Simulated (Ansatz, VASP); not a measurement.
**Si2B2C in VASP and in Ansatz**

The input INCAR:

```
SYSTEM = Si2B2C
PREC = Accurate
ENCUT = 600
EDIFF = 1E-6
ISMEAR = 0
SIGMA = 0.1
LREAL = .False.
LASPH = .True.
NELM = 100
ALGO = Normal
ISIF = 3
LWAVE = .False.
LCHARG = .False.
GGA = PE
IBRION = 2
NSW = 100
EDIFFG = -0.01
```

KPOINTS

```
regular mesh
0
Gamma
  12 12 6
  0 0 0
```

POSCAR

```
Si2B2C
1.0
    2.8983668434      0.0000000000      0.0000000000
   -1.4491834217      2.5100593158      0.0000000000
    0.0000000000      0.0000000000      6.6176063712
Si B C
2 2 1
Direct
    0.3333333333      0.6666666667      0.1856654599
    0.3333333333      0.6666666667      0.8143345401
    0.6666666667      0.3333333333      0.5000000000
    0.0000000000      0.0000000000      0.0000000000
    0.3333333333      0.6666666667      0.5000000000
```

Input for Ansatz:

```yaml
crystal:
  lattice:
    - [2.8983668434, 0.0, 0.0]
    - [-1.4491834217, 2.5100593158, 0.0]
    - [0.0, 0.0, 6.6176063712]
  atoms:
    - { symbol: Si, position: [0.3333333333, 0.6666666667, 0.1856654599] }
    - { symbol: Si, position: [0.3333333333, 0.6666666667, 0.8143345401] }
    - { symbol: B, position: [0.6666666667, 0.3333333333, 0.5] }
    - { symbol: B, position: [0.0, 0.0, 0.0] }
    - { symbol: C, position: [0.3333333333, 0.6666666667, 0.5] }
basis:
  ecutwfc: 420
kpoints:
  mp_grid: { grid: [12, 12, 6] }
hamiltonian:
  xc: pbe
scf:
  occupations: { method: gaussian, width: 0.1 }
output:
  forces: true
  stress: true
  eigenvalues: true
relax:
  adjacent_minimum: "off"
  f_tol: 0.01
  max_steps: 80
  cell: { stress_tol: 0.05 }
```

Alike in both runs: task relaxation of cell and atoms; functional PBE; k mesh 12 × 12 × 6; occupations gaussian, width 0.1 eV; no spin polarisation.

|  | VASP | Ansatz |
| --- | --- | --- |
| version | VASP 6.6.1 | Ansatz 0.2.0 |
| potentials or method | VASP PAW PBE potentials, release 64 (Si, B, C), cutoff 600 eV | scalar-relativistic, plane waves, PAW |
| valence electrons in the cell | 18 | 18 |

|  | VASP | Ansatz | Ansatz less VASP |
| --- | --- | --- | --- |
| gap on the k mesh at the Fermi level, each at its own relaxed structure (eV) | none | none | - |
| relaxed volume (Å³/atom) | 9.67 | 9.67 | +0.002 |
| relaxed cell length with the largest relative difference (Å) | 6.552 | 6.555 | +0.0035 |

A gap of «none» marks a metal or a gap that the smearing closes.
